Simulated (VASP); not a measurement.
# Hf4Si4O15 (a cell with a defect) in VASP: a series of runs

Hf4Si4O15 (a cell with a defect) is run at these levels: PBE; tasks: electric field gradients.

Program: VASP 6.6.1. These are calculated values, not measurements. Logs are shortened: lines on timing, memory, paths and dates and some standing lists are left out, and cuts for length are marked.

### Step 1. The cell of the first run

The cell holds a defect, 23 atoms: a = 6.647 Å, b = 6.647 Å, c = 6.015 Å, α = 90.00°, β = 90.00°, γ = 90.00°.

### Step 2. Electric field gradients, PBE, collinear spin

File INCAR:

```
PREC = Accurate
ENCUT = 520
EDIFF = 1E-8
ISMEAR = 0
SIGMA = 0.01
LREAL = False
LASPH = True
NELM = 200
ALGO = Normal
ISIF = 2
LWAVE = False
LCHARG = False
ISPIN = 2
MAGMOM = 0.01 0.2 0.07 0.02 0.01 0 0 0 0 0.01 0 0 0 0 0.02 0.01 0 0.01 0 0.01 0 0 0.01
LORBIT = 11
NUPDOWN = 1.0
LMAXMIX = 4
GGA = PE
LEFG = True
NELECT = 147.0
NBANDS = 94
GGA_COMPAT = False
```

File KPOINTS:

```
Automatic mesh
0
Gamma
  1 1 1
  0.25 0.25 0.25
```

File POSCAR:

```
Hf4Si4O15
1.0
    6.6465279248      0.0000000000      0.0000000000
    0.0000000000      6.6465279248      0.0000000000
    0.0000000000      0.0000000000      6.0147349639
Hf Si O
4 4 15
Direct
   -0.0003101410      0.0000792969     -0.0008385866
    0.4409890814      0.5007719112      0.5176616597
   -0.0099475260      0.4993268660      0.2394825477
    0.4991587262     -0.0000742913      0.7530849193
    0.0497465890      0.5007199101      0.7347770419
    0.4953685971      0.0002317510      0.2543043493
   -0.0020130756     -0.0003055917      0.4987860862
    0.4993379384      0.5005388106      0.0035774049
    0.0049825785      0.8168310389      0.3172500298
    0.4993929443      0.3132540587      0.8233188735
    0.6833874513      0.0006193077      0.0776385025
    0.3165901977      0.0003848094      0.0675592168
    0.8553244075      0.4997764357      0.5624296642
    0.0041549903      0.1812412932      0.3157377261
    0.5055989278      0.6889158944      0.8257024765
    0.3105381574      0.5019275586      0.1813693046
    0.8115678097      0.0009254372      0.6771321126
    0.0043945197      0.6866551818      0.9263331194
    0.4872860617      0.1846722722      0.4352846543
    0.0092273170      0.3132203316      0.9256064824
    0.4866432386      0.8143752917      0.4344069298
    0.1814872834     -0.0010996773      0.6811863460
    0.6829134357      0.4970121034      0.1792986389
```

Potentials or basis: VASP PAW PBE potentials, release 64 (Hf_pv, Si, O).

Started as:

```
$ cat potpaw_PBE.64/Hf_pv/POTCAR potpaw_PBE.64/Si/POTCAR potpaw_PBE.64/O/POTCAR > POTCAR
$ mpirun -np 1 vasp_std > vasp.out
```

OUTCAR:

```text
PREC = Accurate
   ENCUT = 520
   EDIFF = 1E-8
   ISMEAR = 0
   LREAL = False
   LASPH = True
   NELM = 200
   ISIF = 2
   ISPIN = 2
   LORBIT = 11
   NUPDOWN = 1.0
   GGA = PE
   NELECT = 147.0

 ion  position               nearest neighbor table
   1  1.000  0.000  0.999-  20 2.13  18 2.13  12 2.15  11 2.15  14 2.25  22 2.26   9 2.27  17 2.31
                             7 3.01   7 3.01   3 3.62   3 3.63   4 3.63   4 3.64
   2  0.441  0.501  0.518-  21 2.17  19 2.18  16 2.20  10 2.25  15 2.28  23 2.59  13 2.77   5 2.91
                             8 2.95   8 3.12   3 3.43   4 3.63   4 3.64
   3  0.990  0.499  0.239-  23 2.07  13 2.14  16 2.16   9 2.16  14 2.17  18 2.26  20 2.26   5 3.01
                             5 3.06   2 3.43   1 3.62   1 3.63
   4  0.499  1.000  0.753-  15 2.11  10 2.12  17 2.13  22 2.16  12 2.25  19 2.27  21 2.28  11 2.30
                             6 3.00   6 3.01   2 3.63   1 3.63   2 3.64   1 3.64
   5  0.050  0.501  0.735-  13 1.66  20 1.72  18 1.72   2 2.91   3 3.01   3 3.06
   6  0.495  0.000  0.254-  12 1.64  19 1.64  11 1.64  21 1.64   4 3.00   4 3.01
   7  0.998  1.000  0.499-  14 1.63   9 1.63  17 1.64  22 1.64   1 3.01   1 3.01
   8  0.499  0.501  0.004-  23 1.61  15 1.65  16 1.65  10 1.65   2 2.95   2 3.12
   9  0.005  0.817  0.317-   7 1.63   3 2.16   1 2.27
  10  0.499  0.313  0.823-   8 1.65   4 2.12   2 2.25
  11  0.683  0.001  0.078-   6 1.64   1 2.15   4 2.30
  12  0.317  0.000  0.068-   6 1.64   1 2.15   4 2.25
  13  0.855  0.500  0.562-   5 1.66   3 2.14   2 2.77
  14  0.004  0.181  0.316-   7 1.63   3 2.17   1 2.25
  15  0.506  0.689  0.826-   8 1.65   4 2.11   2 2.28
  16  0.311  0.502  0.181-   8 1.65   3 2.16   2 2.20
  17  0.812  0.001  0.677-   7 1.64   4 2.13   1 2.31
  18  0.004  0.687  0.926-   5 1.72   1 2.13   3 2.26
  19  0.487  0.185  0.435-   6 1.64   2 2.18   4 2.27
  20  0.009  0.313  0.926-   5 1.72   1 2.13   3 2.26
  21  0.487  0.814  0.434-   6 1.64   2 2.17   4 2.28
  22  0.181  0.999  0.681-   7 1.64   4 2.16   1 2.26
  23  0.683  0.497  0.179-   8 1.61   3 2.07   2 2.59

  LATTYP: Found a simple tetragonal cell.
 ALAT       =     6.6465279248
 C/A-ratio  =     0.9049439094

  Lattice vectors:

 A1 = (   6.6465279248,   0.0000000000,   0.0000000000)
 A2 = (   0.0000000000,   6.6465279248,   0.0000000000)
 A3 = (   0.0000000000,   0.0000000000,   6.0147349639)

Analysis of symmetry for initial positions (statically):
=====================================================================
 Subroutine PRICEL returns:
 Original cell was already a primitive cell.

 Routine SETGRP: Setting up the symmetry group for a
 simple tetragonal supercell.

 Subroutine GETGRP returns: Found  1 space group operations
 (whereof  1 operations were pure point group operations)
 out of a pool of 16 trial point group operations.

The static configuration has the point symmetry C_1 .

Analysis of symmetry for dynamics (positions and initial velocities):
=====================================================================
 Subroutine PRICEL returns:
 Original cell was already a primitive cell.

 Routine SETGRP: Setting up the symmetry group for a
 simple tetragonal supercell.

 Subroutine GETGRP returns: Found  1 space group operations
 (whereof  1 operations were pure point group operations)
 out of a pool of 16 trial point group operations.

The dynamic configuration has the point symmetry C_1 .

Analysis of structural, dynamic, and magnetic symmetry:
=====================================================================
 Subroutine PRICEL returns:
 Original cell was already a primitive cell.

 Routine SETGRP: Setting up the symmetry group for a
 simple tetragonal supercell.

 Subroutine GETGRP returns: Found  1 space group operations
 (whereof  1 operations were pure point group operations)
 out of a pool of 16 trial point group operations.

The overall configuration has the point symmetry C_1 .

 Subroutine INISYM returns: Found  1 space group operations
 (whereof  1 operations are pure point group operations),
 and found     1 'primitive' translations

----------------------------------------------------------------------------------------

                                     Primitive cell
[... 160 lines left out ...]

 E-fermi :   4.4896     XC(G=0): -10.8622

 val. band max:        6.9642572658   @ k =  -0.2500  -0.2500   0.2500
 cond. band min:       7.4380047749   @ k =   0.2500  -0.2500   0.2500
 fundamental gap:      0.4737475091
 Fermi energy:         7.0337343156

 spin component 1

 k-point     1 :       0.2500    0.2500    0.2500
  band No.  band energies     occupation
      1     -26.8331      1.00000
      2     -26.8127      1.00000
      3     -26.7992      1.00000
      4     -26.6311      1.00000
      5     -26.6026      1.00000
      6     -26.5417      1.00000
[... 341 lines left out ...]
     84       9.6240      0.00000
     85       9.6913      0.00000
 Fermi energy:         4.4896031234

 spin component 2

 k-point     1 :       0.2500    0.2500    0.2500
  band No.  band energies     occupation
      1     -26.8193      1.00000
      2     -26.7869      1.00000
      3     -26.7665      1.00000
      4     -26.6241      1.00000
      5     -26.5904      1.00000
      6     -26.5300      1.00000
[... 341 lines left out ...]
     84       9.7555      0.00000
     85       9.8061      0.00000
 [bands above 85 left out]

------------------------ aborting loop because EDIFF is reached ----------------------------------------

  FORCE on cell =-STRESS in cart. coord.  units (eV):
  Direction    XX          YY          ZZ          XY          YZ          ZX
  --------------------------------------------------------------------------------------
  -------------------------------------------------------------------------------------
  Total        5.5849516      4.4099467      6.0541840      0.0700305      0.2907192      2.6307692
  in kB       33.6762582     26.5911890     36.5056458      0.4222713      1.7529845     15.8630676
  external PRESSURE =      32.2576977 kB  Pullay stress =       0.0000000 kB

 VOLUME and BASIS-vectors are now :
 -----------------------------------------------------------------------------
  energy-cutoff  :      520.00
  volume of cell :      265.71
      direct lattice vectors                 reciprocal lattice vectors
     6.646527925  0.000000000  0.000000000     0.150454495  0.000000000  0.000000000
     0.000000000  6.646527925  0.000000000     0.000000000  0.150454495  0.000000000
     0.000000000  0.000000000  6.014734964     0.000000000  0.000000000  0.166258365

 POSITION                                       TOTAL-FORCE (eV/Angst)
 -----------------------------------------------------------------------------------
      6.64447      0.00053      6.00969         0.090822     -0.044493     -0.025486
      2.93105      3.32839      3.11360         0.017410     -0.089465      0.002866
      6.58041      3.31879      1.44042        -0.023140     -0.002296     -0.027137
      3.31767      6.64603      4.52961        -0.062539      0.037731      0.016675
      0.33064      3.32805      4.41949         0.092029      0.037861     -0.033309
      3.29248      0.00154      1.52957        -0.028350     -0.019536     -0.003473
[... 15 lines left out ...]
      1.20626      6.63922      4.09716         0.150464      0.006798      0.120933
      4.53900      3.30340      1.07843         0.160543      0.024132      0.015857
 -----------------------------------------------------------------------------------
    total drift:                                0.000024     -0.000126      0.000742

  FREE ENERGIE OF THE ION-ELECTRON SYSTEM (eV)
  ---------------------------------------------------
  free  energy   TOTEN  =      -198.9335499589 eV

  energy  without entropy=     -198.9335499589  energy(sigma->0) =     -198.93354996

 Electric field gradients (V/A^2)
---------------------------------------------------------------------
 ion       V_xx      V_yy      V_zz      V_xy      V_xz      V_yz
---------------------------------------------------------------------
   1      12.725  -108.175    95.450    -4.283    20.077    -6.003
   2     193.022   -31.163  -161.859    -7.105   -36.971     3.747
   3     -51.438    64.357   -12.919    -4.165   105.618     1.734
   4     -26.495   -81.174   107.669     4.619    24.480     8.471
   5     -48.783    48.478     0.306    -1.286    12.316    -0.072
   6      11.293    11.143   -22.436    -0.301     2.344    -0.966
[... 15 lines left out ...]
  22      26.467   -46.301    19.835    -0.337    28.767    -0.749
  23      23.688   -31.512     7.824    -0.966    30.126     0.406
---------------------------------------------------------------------

 Electric field gradients after diagonalization (V/A^2)
 (convention: |V_zz| > |V_xx| > |V_yy|)
----------------------------------------------------------------------
 ion       V_xx      V_yy      V_zz     asymmetry (V_yy - V_xx)/ V_zz
----------------------------------------------------------------------
   1     100.288     8.178  -108.466       0.849
   2    -165.737   -31.339   197.076       0.682
   3      75.345    64.284  -139.629       0.079
   4     -81.791   -30.637   112.428       0.455
   5      48.496     3.219   -51.715       0.875
   6      11.706    10.919   -22.625       0.035
[... 15 lines left out ...]
  22     -46.310    -5.804    52.114       0.777
  23     -31.567   -15.346    46.913       0.346
----------------------------------------------------------------------

           NMR quadrupolar parameters

 Cq : quadrupolar parameter    Cq=e*Q*V_zz/h
 eta: asymmetry parameters     (V_yy - V_xx)/ V_zz
 Q  : nuclear electric quadrupole moment in mb (millibarn)
----------------------------------------------------------------------
 ion       Cq(MHz)       eta       Q (mb)
----------------------------------------------------------------------
   1      -0.262       0.849       1.000
   2       0.477       0.682       1.000
   3      -0.338       0.079       1.000
   4       0.272       0.455       1.000
   5      -0.125       0.875       1.000
   6      -0.055       0.035       1.000
[... 15 lines left out ...]
  22       0.126       0.777       1.000
  23       0.113       0.346       1.000
----------------------------------------------------------------------

 total charge

# of ion       s       p       d       tot
------------------------------------------
    1        0.286   6.564   1.375   8.225
    2        0.272   6.411   1.426   8.110
    3        0.290   6.566   1.442   8.298
    4        0.285   6.568   1.384   8.237
    5        0.714   0.899   0.000   1.613
    6        0.666   0.999   0.000   1.665
[... 15 lines left out ...]
   22        1.557   3.611   0.000   5.168
   23        1.561   3.605   0.000   5.166
--------------------------------------------------
tot         27.212  83.969   5.628 116.809

 magnetization (x)

# of ion       s       p       d       tot
------------------------------------------
    1        0.001   0.001   0.013   0.015
    2        0.007   0.011   0.353   0.371
    3        0.006   0.018   0.141   0.165
    4        0.001   0.002   0.035   0.038
    5        0.009   0.009   0.000   0.019
    6        0.000   0.000   0.000   0.001
[... 15 lines left out ...]
   22        0.000  -0.000   0.000  -0.000
   23        0.001   0.006   0.000   0.007
--------------------------------------------------
tot          0.038   0.095   0.542   0.675
```

Run time: 7 min. Hardware: 1 thread of Intel Xeon Platinum 8259CL at 2.50GHz (Skylake/Cascade Lake), shared host; peak memory 0.48 GiB.

Results:

| Item | Value |
| --- | --- |
| Free energy | -198.9335 eV |
| Largest force | 0.281 eV/Å |
| Net moment | 1.00 μB per cell |
| Site moments | Hf +0.01, +0.37, +0.17, +0.04; Si +0.02, +0.00, +0.01 (each value once); O +0.00, +0.01, -0.00 (each value once) μB |
| Largest electric field gradient by atom | Hf -108.5, +197.1, -139.6, +112.4; Si -51.7, -22.6, -23.4, -19.9; O +48.5, +50.3, +55.2, +36.7, +48.7, +51.1, +58.2, +54.4, +49.2, +51.2, +50.2, +51.7, +52.1, +46.9 (each value once) V/Å² |
| Valence electrons inside the program's atomic spheres | Hf 8.22, 8.11, 8.30, 8.24; Si 1.61, 1.67, 1.66 (each value once); O 5.16, 5.17, 5.11, 5.13 (each value once) |

Forces in eV/Å, atoms in the order of the input:
```
Hf   0.091 -0.044 -0.025
Hf   0.017 -0.089  0.003
Hf  -0.023 -0.002 -0.027
Hf  -0.063  0.038  0.017
Si   0.092  0.038 -0.033
Si  -0.028 -0.020 -0.003
Si   0.019 -0.036  0.016
Si   0.011 -0.024  0.025
O   -0.037 -0.088 -0.143
O    0.004 -0.108 -0.082
O    0.102  0.012 -0.127
O   -0.117 -0.015 -0.127
O   -0.037 -0.019 -0.179
O   -0.011  0.132 -0.120
O   -0.089  0.107 -0.163
O   -0.067 -0.003  0.131
O   -0.125  0.000  0.124
O    0.015  0.220  0.173
O   -0.023  0.131  0.133
O   -0.058 -0.192  0.138
O    0.014 -0.069  0.132
O    0.150  0.007  0.121
O    0.161  0.024  0.016
```

Electric field gradients, principal values (V/Å²):
```
atom    least    middle  greatest (by size)
1 Hf    8.178   100.288            -108.466
2 Hf  -31.339  -165.737             197.076
3 Hf   64.284    75.345            -139.629
4 Hf  -30.637   -81.791             112.428
5 Si    3.219    48.496             -51.715
6 Si   10.919    11.706             -22.625
7 Si   10.143    13.270             -23.413
8 Si    4.410    15.532             -19.942
 9 O   -5.447   -43.080              48.527
10 O   -4.888   -45.392              50.279
11 O   -5.174   -50.020              55.194
12 O   -1.347   -48.921              50.268
13 O   -0.360   -36.310              36.670
14 O   -5.364   -43.376              48.740
15 O   -5.109   -46.027              51.135
16 O  -15.903   -42.271              58.174
17 O   -1.578   -52.783              54.360
18 O   -2.960   -46.222              49.182
19 O   -6.117   -45.050              51.167
20 O   -3.497   -46.729              50.226
21 O   -7.098   -44.560              51.658
22 O   -5.804   -46.310              52.114
23 O  -15.346   -31.567              46.913
```

Caveat: the k points lie up to 0.52 Å⁻¹ apart; the cell carries a net charge on a neutralising background, which shifts energy and pressure; the cell is charged against a uniform background, so pressure and absolute levels hang on convention; without QUAD_EFG the Cq values of the log hold for a quadrupole moment of 1 mb, not for the nuclei; spin-orbit coupling is left out, which moves the levels of the heavy elements; the total moment is fixed, so each spin has its own Fermi level and the state may be an excited one.

(Continued in part 2 of 2.)
